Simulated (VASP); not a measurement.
# CdS (rocksalt type) (Fm-3m) in VASP: further runs

Runs on CdS (rocksalt type). Level: LDA. Tasks: single point.

Everything below comes from runs of VASP 6.6.1. Logs are shortened: lines on timing, memory, paths and dates and some standing lists are left out, and cuts for length are marked.

**1. The cell of the first run**

Symmetry: Fm-3m, No. 225, cubic system. Conventional cell: a = 4.786 Å, b = 4.786 Å, c = 4.786 Å, α = 90.00°, β = 90.00°, γ = 90.00°. Cd (site symmetry m-3m) has 6 S at 2.39 Å within 3.2 Å. Within 3.2 Å of S (site symmetry m-3m) lie 6 Cd at 2.39 Å.

**2. Single point, LDA (13.70 Å³/atom)**

INCAR

```
PREC     = Accurate       # precision mode
ENCUT    = 520            # plane-wave cutoff, eV
EDIFF    = 1E-6           # SCF threshold, eV
ISMEAR   = -1             # smearing method
SIGMA    = 0.05           # smearing width, eV
LREAL    = False          # projectors in reciprocal space
LASPH    = True           # aspherical terms in the spheres
NELM     = 60             # most SCF steps
ALGO     = Normal         # electronic algorithm
ISIF     = 2              # what is computed and relaxed
LWAVE    = False          # write WAVECAR
LCHARG   = False          # write CHGCAR
NBANDS   = 16             # bands
```

KPOINTS

```
Automatic mesh
0
Gamma
  14 14 14
```

POSCAR

```
CdS
1.0
    0.0000000000      2.3928255898      2.3928255898
    2.3928255898      0.0000000000      2.3928255898
    2.3928255898      2.3928255898      0.0000000000
Cd S
1 1
Direct
    0.0000000000      0.0000000000      0.0000000000
    0.5000000000      0.5000000000      0.5000000000
```

Potentials or basis: VASP PAW LDA potentials, release 64 (Cd, S).

Launch:

```console
cat potpaw_LDA.64/Cd/POTCAR potpaw_LDA.64/S/POTCAR > POTCAR
mpirun -np 1 vasp_std > vasp.out
```

OUTCAR:

```text
PREC = Accurate
   ENCUT = 520
   EDIFF = 1E-6
   ISMEAR = -1
   LREAL = False
   LASPH = True
   NELM = 60
   ISIF = 2

 ion  position               nearest neighbor table
   1  0.000  0.000  0.000-   2 2.39   2 2.39   2 2.39   2 2.39   2 2.39   2 2.39
   2  0.500  0.500  0.500-   1 2.39   1 2.39   1 2.39   1 2.39   1 2.39   1 2.39

  LATTYP: Found a face centered cubic cell.
 ALAT       =     4.7856511796

  Lattice vectors:

 A1 = (   0.0000000000,   2.3928255898,   2.3928255898)
 A2 = (   2.3928255898,   0.0000000000,   2.3928255898)
 A3 = (   2.3928255898,   2.3928255898,   0.0000000000)

Analysis of symmetry for initial positions (statically):
=====================================================================
 Subroutine PRICEL returns:
 Original cell was already a primitive cell.

 Routine SETGRP: Setting up the symmetry group for a
 face centered cubic supercell.

 Subroutine GETGRP returns: Found 48 space group operations
 (whereof 48 operations were pure point group operations)
 out of a pool of 48 trial point group operations.

The static configuration has the point symmetry O_h .

Analysis of symmetry for dynamics (positions and initial velocities):
=====================================================================
 Subroutine PRICEL returns:
 Original cell was already a primitive cell.

 Routine SETGRP: Setting up the symmetry group for a
 face centered cubic supercell.

 Subroutine GETGRP returns: Found 48 space group operations
 (whereof 48 operations were pure point group operations)
 out of a pool of 48 trial point group operations.

The dynamic configuration has the point symmetry O_h .

 Subroutine INISYM returns: Found 48 space group operations
 (whereof 48 operations are pure point group operations),
 and found     1 'primitive' translations

----------------------------------------------------------------------------------------

                                     Primitive cell

  volume of cell :      27.4008

  direct lattice vectors                    reciprocal lattice vectors
     0.000000000  2.392825590  2.392825590    -0.208957979  0.208957979  0.208957979
     2.392825590  0.000000000  2.392825590     0.208957979 -0.208957979  0.208957979
     2.392825590  2.392825590  0.000000000     0.208957979  0.208957979 -0.208957979

  length of vectors
     3.383966401  3.383966401  3.383966401     0.361925837  0.361925837  0.361925837

  position of ions in fractional coordinates (direct lattice)
     0.000000000  0.000000000  0.000000000
     0.500000000  0.500000000  0.500000000

  ion indices of the primitive-cell ions
   primitive index   ion index
                 1           1
                 2           2

----------------------------------------------------------------------------------------

 KPOINTS: Automatic mesh

Automatic generation of k-mesh.
 Grid dimensions read from file:
 generate k-points for:   14   14   14

 Generating k-lattice:

  Cartesian coordinates                     Fractional coordinates (reciprocal lattice)
    -0.014925570  0.014925570  0.014925570     0.071428571  0.000000000  0.000000000
     0.014925570 -0.014925570  0.014925570     0.000000000  0.071428571  0.000000000
     0.014925570  0.014925570 -0.014925570     0.000000000  0.000000000  0.071428571

  Length of vectors
     0.025851845  0.025851845  0.025851845

  Shift w.r.t. Gamma in fractional coordinates (k-lattice)
     0.000000000  0.000000000  0.000000000

 Subroutine IBZKPT returns following result:
 ===========================================

 Found    104 irreducible k-points:

 Following reciprocal coordinates:
            Coordinates               Weight
  0.000000  0.000000  0.000000      1.000000
  0.071429  0.000000  0.000000      8.000000
  0.142857  0.000000  0.000000      8.000000
  0.214286  0.000000  0.000000      8.000000
  0.285714  0.000000  0.000000      8.000000
  0.357143  0.000000  0.000000      8.000000
[... 16 lines left out ...]
  0.214286  0.142857  0.000000     24.000000
  0.285714  0.142857  0.000000     24.000000
 [... further k-points ...]
   k-points           NKPTS =    104   k-points in BZ     NKDIM =    104   number of bands    NBANDS=     16
   number of dos      NEDOS =    301   number of ions     NIONS =      2
   total plane-waves  NPLWV =  21952
   dimension x,y,z NGX =    28 NGY =   28 NGZ =   28
   dimension x,y,z NGXF=    56 NGYF=   56 NGZF=   56
   ions per type =               1   1
   NGX,Y,Z   is equivalent  to a cutoff of  13.76, 13.76, 13.76 a.u.
   NGXF,Y,Z  is equivalent  to a cutoff of  27.51, 27.51, 27.51 a.u.
 SYSTEM =  unknown system
   PREC   = accura    normal or accurate (medium, high low for compatibility)
   ISTART =      0    job   : 0-new  1-cont  2-samecut
   ICHARG =      2    charge: 1-file 2-atom 10-const
   ISPIN  =      1    spin polarized calculation?
   LNONCOLLINEAR =      F non collinear calculations
   LSORBIT =      F    spin-orbit coupling
   LASPH  =      T    aspherical Exc in radial PAW
   ENCUT  =  520.0 eV  38.22 Ry    6.18 a.u.   6.29  6.29  6.29*2*pi/ulx,y,z
   NELM   =     60;   NELMIN=  2; NELMDL= -5     # of ELM steps
   EDIFF  = 0.1E-05   stopping-criterion for ELM
   LREAL  =      F    real-space projection
[... 7 lines left out ...]
   TEBEG  =    0.0;   TEEND  =   0.0 temperature during run
   PSTRESS=    0.0 pullay stress
   NELECT =      18.0000    total number of electrons
   NUPDOWN=      -1.0000    fix difference up-down
   EMIN   =  10.00;   EMAX   =-10.00  energy-range for DOS
   EFERMI =   0.00;   METHOD = LEGACY
   ISMEAR =    -1;   SIGMA  =   0.05  broadening in eV -4-tet -1-fermi 0-gaus
   EFERMI_NEDOS =   21; number of points for ismear=-14 and -15
   IALGO  =     38    algorithm
   IMIX   =      4    mixing-type and parameters
     AMIX     =   0.40;   BMIX     =  1.00
     AMIX_MAG =   1.60;   BMIX_MAG =  1.00
  volume/ion in A,a.u.               =      13.70        92.45
  Fermi-wavevector in a.u.,A,eV,Ry     =   1.423130  2.689326 27.555872  2.025299
  Thomas-Fermi vector in A             =   2.543760
   LORBIT       =      0    0 simple, 1 ext, 2 COOP (PROOUT), +10 PAW based schemes
   GGA     = CA    functional components
   LHFCALC =     F    Hartree Fock is set to
   AEXX    =    0.0000 exact exchange contribution
   IVDW    =     0    specifies the selected vdW correction
   LEPSILON=     F    determine dielectric tensor
   LRPA    =     F    only Hartree local field effects (RPA)
 non-spin polarized calculation
  energy-cutoff  :      520.00
  volume of cell :       27.40
 maximum number of plane-waves:       754
 NGX is ok and might be reduce to    28
   NGX = 13   NGY = 13   NGZ = 13

 number of electron      17.9999999 magnetization

 Free energy of the ion-electron system (eV)
  ---------------------------------------------------
  ext. energy  EPLUGINS =         0.00000000
  ---------------------------------------------------
  free energy    TOTEN  =        -5.55643245 eV

  energy without entropy =       -5.55435066  energy(sigma->0) =       -5.55539155

 E-fermi :   8.0826     XC(G=0): -12.8209

 val. band max:        8.0734384855   @ k =   0.5000   0.0000   0.0000
 cond. band min:       8.1315415612   @ k =   0.5000   0.4286   0.0000
 fundamental gap:      0.0581030757
 Fermi energy:         8.0825903260

 k-point     1 :       0.0000    0.0000    0.0000
  band No.  band energies     occupation
      1      -8.7674      2.00000
      2      -1.5487      2.00000
      3      -1.5487      2.00000
      4      -1.5487      2.00000
      5      -1.5440      2.00000
      6      -1.5440      2.00000
[... 8 lines left out ...]
     15      21.4319      0.00000
     16      21.4319      0.00000

 k-point     2 :       0.0714    0.0000    0.0000
  band No.  band energies     occupation
      1      -8.6842      2.00000
      2      -1.5952      2.00000
      3      -1.5952      2.00000
      4      -1.5725      2.00000
      5      -1.5187      2.00000
      6      -1.5187      2.00000
[... 8 lines left out ...]
     15      20.0696      0.00000
     16      20.0696      0.00000

 k-point     3 :       0.1429    0.0000    0.0000
  band No.  band energies     occupation
      1      -8.4389      2.00000
      2      -1.7312      2.00000
      3      -1.7312      2.00000
      4      -1.6489      2.00000
      5      -1.4357      2.00000
      6      -1.4357      2.00000
[... 8 lines left out ...]
     15      19.0605      0.00000
     16      19.8797      0.00000

 k-point     4 :       0.2143    0.0000    0.0000
  band No.  band energies     occupation
      1      -8.0457      2.00000
      2      -1.9159      2.00000
      3      -1.9159      2.00000
      4      -1.7946      2.00000
      5      -1.3127      2.00000
      6      -1.3127      2.00000
[... 8 lines left out ...]
     15      18.9684      0.00000
     16      20.1053      0.00000

 k-point     5 :       0.2857    0.0000    0.0000
  band No.  band energies     occupation
      1      -7.5334      2.00000
      2      -2.1070      2.00000
      3      -2.1070      2.00000
      4      -2.0395      2.00000
      5      -1.1718      2.00000
      6      -1.1718      2.00000
[... 8 lines left out ...]
     15      19.4510      0.00000
     16      20.1760      0.00000

 k-point     6 :       0.3571    0.0000    0.0000
  band No.  band energies     occupation
      1      -6.9597      2.00000
      2      -2.4008      2.00000
      3      -2.2684      2.00000
      4      -2.2684      2.00000
      5      -1.0406      2.00000
      6      -1.0406      2.00000
[... 8 lines left out ...]
     15      20.1603      0.00000
     16      20.4621      0.00000
[... 267 lines left out ...]
 k-point    21 :      -0.0714    0.0714    0.0000
  band No.  band energies     occupation
      1      -8.5481      2.00000
      2      -1.7005      2.00000
      3      -1.6483      2.00000
      4      -1.6055      2.00000
      5      -1.5016      2.00000
      6      -1.4450      2.00000
[... 8 lines left out ...]
     15      19.8407      0.00000
     16      20.0984      0.00000

 k-point    22 :       0.1429    0.1429    0.0000
  band No.  band energies     occupation
      1      -8.3482      2.00000
      2      -1.9440      2.00000
      3      -1.6524      2.00000
      4      -1.4852      2.00000
      5      -1.4583      2.00000
      6      -1.4583      2.00000
[... 8 lines left out ...]
     15      21.2320      0.00000
     16      21.7025      0.00000

 k-point    23 :       0.2143    0.1429    0.0000
  band No.  band energies     occupation
      1      -8.0836      2.00000
      2      -2.1106      2.00000
      3      -1.7160      2.00000
      4      -1.5796      2.00000
      5      -1.3904      2.00000
      6      -1.3151      2.00000
[... 8 lines left out ...]
     15      21.3674      0.00000
     16      22.0891      0.00000

 k-point    24 :       0.2857    0.1429    0.0000
  band No.  band energies     occupation
      1      -7.6984      2.00000
      2      -2.2735      2.00000
      3      -1.8108      2.00000
      4      -1.7409      2.00000
      5      -1.2853      2.00000
      6      -1.1555      2.00000
[... 8 lines left out ...]
     15      21.2046      0.00000
     16      22.2969      0.00000

 [... further k-points ...]

------------------------ aborting loop because EDIFF is reached ----------------------------------------

  FORCE on cell =-STRESS in cart. coord.  units (eV):
  Direction    XX          YY          ZZ          XY          YZ          ZX
  --------------------------------------------------------------------------------------
  -------------------------------------------------------------------------------------
  Total       11.7308207     11.7308207     11.7308207      0.0000000     -0.0000000     -0.0000000
  in kB      685.9237636    685.9237636    685.9237636      0.0000000     -0.0000000     -0.0000000
  external PRESSURE =     685.9237636 kB  Pullay stress =       0.0000000 kB

 VOLUME and BASIS-vectors are now :
 -----------------------------------------------------------------------------
  energy-cutoff  :      520.00
  volume of cell :       27.40
      direct lattice vectors                 reciprocal lattice vectors
     0.000000000  2.392825590  2.392825590    -0.208957979  0.208957979  0.208957979
     2.392825590  0.000000000  2.392825590     0.208957979 -0.208957979  0.208957979
     2.392825590  2.392825590  0.000000000     0.208957979  0.208957979 -0.208957979

 POSITION                                       TOTAL-FORCE (eV/Angst)
 -----------------------------------------------------------------------------------
      0.00000      0.00000      0.00000        -0.000000      0.000000     -0.000000
      2.39283      2.39283      2.39283         0.000000     -0.000000      0.000000
 -----------------------------------------------------------------------------------
    total drift:                               -0.000000      0.000000      0.000000

  FREE ENERGIE OF THE ION-ELECTRON SYSTEM (eV)
  ---------------------------------------------------
  free  energy   TOTEN  =        -5.5564324490 eV

  energy  without entropy=       -5.5543506581  energy(sigma->0) =       -5.55539155
```

Wall time 94 s (1 thread of Intel Xeon 8259CL, shared host); peak memory 0.17 GiB.

What came out:

| Item | Value |
| --- | --- |
| Free energy | -5.5564 eV |
| Pressure | 68.6 GPa |
| Band gap on the k mesh | zero (bands 9 and 10 overlap by 0.34 eV) |

Caveat: the cell stands under pressure; semilocal functionals underestimate gaps, so a narrow gap can read as zero.

(Continued in part 2 of 2.)
